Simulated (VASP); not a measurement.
# NaF (P6_3/mmc) in VASP: a series of runs, part 2 of 2

VASP 6.6.1.

## Step 3: Vibrations by perturbation theory, PBE

INCAR

```
PREC = Accurate ; ENCUT = 520
EDIFF = 1E-8 ; ISMEAR = 0
SIGMA = 0.01 ; LREAL = False
LASPH = True ; NELM = 100
ALGO = Normal ; ISIF = 2
LWAVE = False ; LCHARG = True
GGA = PE ; IBRION = 8
NSW = 1 ; LEPSILON = True
```

KPOINTS

```
regular mesh
0
Gamma
  12 12 4
```

POSCAR

```
NaF
1.0
    3.2539998754      0.0000000000      0.0000000000
   -1.6269999377      2.8180465560      0.0000000000
    0.0000000000      0.0000000000      5.6945091379
Na F
2 2
Direct
    0.0000000000      0.0000000000      0.0000000000
    0.0000000000      0.0000000000      0.5000000000
    0.3333333333      0.6666666667      0.2500000000
    0.6666666667      0.3333333333      0.7500000000
```

Potentials or basis: VASP PAW PBE potentials, release 64 (Na_pv, F).

Command:

```console
$ cat potpaw_PBE.64/Na_pv/POTCAR potpaw_PBE.64/F/POTCAR > POTCAR
$ mpirun -np 1 vasp_std > vasp.out
```

OUTCAR:

```text
PREC = Accurate
   ENCUT = 520
   EDIFF = 1E-8
   ISMEAR = 0
   LREAL = False
   LASPH = True
   NELM = 100
   ISIF = 2
   GGA = PE
   IBRION = 8
   NSW = 1
   LEPSILON = True

 ion  position               nearest neighbor table
   1  0.000  0.000  0.000-
   2  0.000  0.000  0.500-
   3  0.333  0.667  0.250-
   4  0.667  0.333  0.750-

  LATTYP: Found a hexagonal cell.
 ALAT       =     3.2539998754
 C/A-ratio  =     1.7500028752

  Lattice vectors:

 A1 = (   3.2539998754,   0.0000000000,   0.0000000000)
 A2 = (  -1.6269999377,   2.8180465560,   0.0000000000)
 A3 = (   0.0000000000,   0.0000000000,   5.6945091379)

Analysis of symmetry for initial positions (statically):
=====================================================================
 Subroutine PRICEL returns:
 Original cell was already a primitive cell.

 Routine SETGRP: Setting up the symmetry group for a
 hexagonal supercell.

 Subroutine GETGRP returns: Found 24 space group operations
 (whereof 12 operations were pure point group operations)
 out of a pool of 24 trial point group operations.

The static configuration has the point symmetry D_3d.
 The point group associated with its full space group is D_6h.
[... 809 lines left out ...]
  x    -0.00000     0.00000     0.00000    -0.88878     0.00000     0.00000
  y    -0.88878     0.88878     0.00000     0.00000     0.00000     0.00000
  z     0.00000     0.00000     0.00000     0.00000     0.00000     0.00000

 SECOND DERIVATIVES (NOT SYMMETRIZED)
 ------------------------------------
               1X          1Y          1Z          2X          2Y          2Z          3X          3Y          3Z          4X          4Y          4Z
  1X    -1.505895    0.000000    0.000000   -0.246260    0.000000    0.000000    0.876078    0.000000    0.000000    0.876078    0.000000    0.000000
  1Y     0.000000   -1.505895    0.000000    0.000000   -0.246260    0.000000    0.000000    0.876078    0.000000    0.000000    0.876078    0.000000
  1Z     0.000000    0.000000   -5.223905    0.000000    0.000000    3.255671   -0.000000   -0.000000    0.984117    0.000000    0.000000    0.984117
  2X    -0.246260    0.000000    0.000000   -1.505895    0.000000    0.000000    0.876078    0.000000    0.000000    0.876078    0.000000    0.000000
  2Y     0.000000   -0.246260    0.000000    0.000000   -1.505895    0.000000    0.000000    0.876078    0.000000    0.000000    0.876078    0.000000
  2Z    -0.000000    0.000000    3.255671    0.000000   -0.000000   -5.223905    0.000000   -0.000000    0.984117   -0.000000   -0.000000    0.984117
  3X     0.938596    0.000000   -0.000000    0.938596    0.000000    0.000000   -2.075963    0.000000    0.000000    0.198770    0.000000    0.000000
  3Y     0.000000    0.938596    0.000000    0.000000    0.938596   -0.000000   -0.000000   -2.075963    0.000000    0.000000    0.198770    0.000000
  3Z     0.000000    0.000000    1.042266    0.000000   -0.000000    1.042266    0.000000    0.000000   -4.175510    0.000000    0.000000    2.090979
  4X     0.938596    0.000000   -0.000000    0.938596    0.000000    0.000000    0.198770    0.000000    0.000000   -2.075963    0.000000    0.000000
  4Y     0.000000    0.938596    0.000000    0.000000    0.938596   -0.000000    0.000000    0.198770    0.000000   -0.000000   -2.075963    0.000000
  4Z     0.000000    0.000000    1.042266    0.000000   -0.000000    1.042266    0.000000    0.000000    2.090979    0.000000    0.000000   -4.175510

 Eigenvectors and eigenvalues of the dynamical matrix
 ----------------------------------------------------

   1 f  =    9.494417 THz    59.655181 2PiTHz  316.699661 cm-1    39.265736 meV
             X         Y         Z           dx          dy          dz
      0.000000  0.000000  0.000000    -0.000000   -0.000000   -0.707107
      0.000000  0.000000  2.847255    -0.000000   -0.000000    0.707107
     -0.000000  1.878698  1.423627     0.000000   -0.000000    0.000000
      1.627000  0.939349  4.270882     0.000000    0.000000   -0.000000
[... 71 lines left out ...]
  12 f/i=    0.111769 THz     0.702268 2PiTHz    3.728227 cm-1     0.462241 meV
             X         Y         Z           dx          dy          dz
      0.000000  0.000000  0.000000     0.531263    0.004099   -0.000000
      0.000000  0.000000  2.847255     0.531263    0.004099   -0.000000
     -0.000000  1.878698  1.423627     0.466615    0.003600   -0.000000
      1.627000  0.939349  4.270882     0.466615    0.003600   -0.000000

--------------------------------------------------------------------------------------------------------

 MACROSCOPIC STATIC DIELECTRIC TENSOR IONIC CONTRIBUTION
 ------------------------------------------------------
           3.894396    -0.000000    -0.000000
          -0.000000     3.894396    -0.000000
          -0.000000    -0.000000     3.591666
 ------------------------------------------------------

 ELASTIC MODULI CONTR FROM IONIC RELAXATION (kBar)
 Direction    XX          YY          ZZ          XY          YZ          ZX
 --------------------------------------------------------------------------------
 XX         -21.3095     21.3095      0.0000      0.0000      0.0000      0.0000
 YY          21.3095    -21.3095     -0.0000     -0.0000      0.0000      0.0000
 ZZ           0.0000     -0.0000     -0.0000     -0.0000      0.0000      0.0000
 XY           0.0000     -0.0000     -0.0000    -21.3095      0.0000      0.0000
 YZ           0.0000      0.0000      0.0000      0.0000      0.0000      0.0000
 ZX           0.0000      0.0000      0.0000      0.0000      0.0000      0.0000
 --------------------------------------------------------------------------------

 PIEZOELECTRIC TENSOR IONIC CONTR  for field in x, y, z        (C/m^2)
          XX          YY          ZZ          XY          YZ          ZX
  --------------------------------------------------------------------------------
  x    -0.00000     0.00000     0.00000    -0.00000     0.00000     0.00000
  y    -0.00000     0.00000    -0.00000    -0.00000     0.00000     0.00000
  z    -0.00000     0.00000     0.00000    -0.00000     0.00000     0.00000
```

stdout:

```text
POSCAR found type information on POSCAR NaF
 POSCAR found :  2 types and       4 ions
 scaLAPACK will be used
 LDA part: xc-table for (Slater+PW92), standard interpolation
 POSCAR, INCAR and KPOINTS ok, starting setup
 FFT: planning ... GRIDC
 FFT: planning ... GRID_SOFT
 FFT: planning ... GRID
 WAVECAR not read
[... 32 lines left out ...]
 first order change of Fermi-energy   0.15881E-05
 force on displaced ion       1 direction 3 :   0.000   0.000  -5.224
 Born effective charge ion    1 direction 3 :   0.000  -0.000   1.024
 Linear response progress:
 first order change of Fermi-energy  -0.15526E-04
 force on displaced ion       3 direction 1 :  -2.076   0.001   0.000
 Born effective charge ion    3 direction 1 :  -1.011  -0.000   0.000
 Linear response progress:
 first order change of Fermi-energy   0.54114E-05
 force on displaced ion       3 direction 3 :   0.000  -0.000  -4.176
 Born effective charge ion    3 direction 3 :   0.000  -0.000  -1.025
 Born effective charges drift removed
 Linear response finished
```

Wall time 9.4 min (1 thread of AMD EPYC 9R45 (Zen 5), shared host); peak memory 0.5 GiB.

Results:

| Property | Result |
| --- | --- |
| Electronic dielectric tensor (diagonal) | 1.84, 1.84, 1.86 |
| Born charges (mean of the diagonal) | Na +1.02; F -1.02 e |
| Highest phonon frequency at Γ, LO-TO splitting left out | 317 cm⁻¹ |

Phonon frequencies in cm⁻¹ (negative: imaginary):
| q point | frequencies |
| --- | --- |
| (0.000, 0.000, 0.000) | -4 -4 -3 122 122 180 180 218 218 230 299 317 |

Electronic dielectric tensor:
```
1.84 0.00 0.00
0.00 1.84 0.00
0.00 0.00 1.86
```

Born effective charge tensors (e):
atom 1, Na
```
1.01 0.00 0.00
0.00 1.01 0.00
0.00 0.00 1.02
```
atom 2, Na
```
1.01 0.00 0.00
0.00 1.01 0.00
0.00 0.00 1.02
```
atom 3, F
```
-1.01  0.00  0.00
 0.00 -1.01  0.00
 0.00  0.00 -1.02
```
atom 4, F
```
-1.01  0.00  0.00
 0.00 -1.01  0.00
 0.00  0.00 -1.02
```
